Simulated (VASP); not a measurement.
A run of VASP 6.6.1 is set up as follows.

INCAR

```
ALGO     = Normal         # electronic algorithm
EDIFF    = 1E-6           # SCF threshold, eV
ENCUT    = 600            # plane-wave cutoff, eV
GGA      = PS             # functional
GGA_COMPAT= F            
ISIF     = 2              # what is computed and relaxed
ISMEAR   = 1              # smearing method
ISPIN    = 2              # spin polarisation
IVDW     = 12             # dispersion correction
LASPH    = T              # aspherical terms in the spheres
LCHARG   = F              # write CHGCAR
LMAXMIX  = 4              # l up to which the mixer works
LORBIT   = 11             # projections on sites
LREAL    = F              # projectors in reciprocal space
LWAVE    = F              # write WAVECAR
MAGMOM   = 0.41 1.59      # initial moments
NBANDS   = 22             # bands
NELM     = 200            # most SCF steps
NUPDOWN  = 2.0            # fixed moment
PREC     = Accurate       # precision mode
SIGMA    = 0.1            # smearing width, eV
```

File KPOINTS:

```
k-points
0
Gamma
  5 5 5
```

POSCAR

```
TiCo
1.0
    2.9861110000      0.0000000000      0.0000000000
    0.0000000000      2.9861110000      0.0000000000
    0.0000000000      0.0000000000      2.9861110000
Ti Co
1 1
Direct
    0.0000000000      0.0000000000      0.0000000000
    0.5000000000      0.5000000000      0.5000000000
```

Potentials or basis: VASP PAW PBE potentials, release 64 (Ti_sv, Co).

Run with:

```console
$ cat potpaw_PBE.64/Ti_sv/POTCAR potpaw_PBE.64/Co/POTCAR > POTCAR
$ mpirun -np 1 vasp_std > vasp.out
```

(1) Estimate the dispersion energy per atom.

(2) What does it give for the pressure?

Answers

(1) -0.518 eV.

(2) -8.9 GPa.

Caveat: the k points lie up to 0.42 Å⁻¹ apart; the PAW data sets were made with another functional, which shifts forces and pressure a little; the total moment is fixed, so each spin has its own Fermi level and the state may be an excited one.
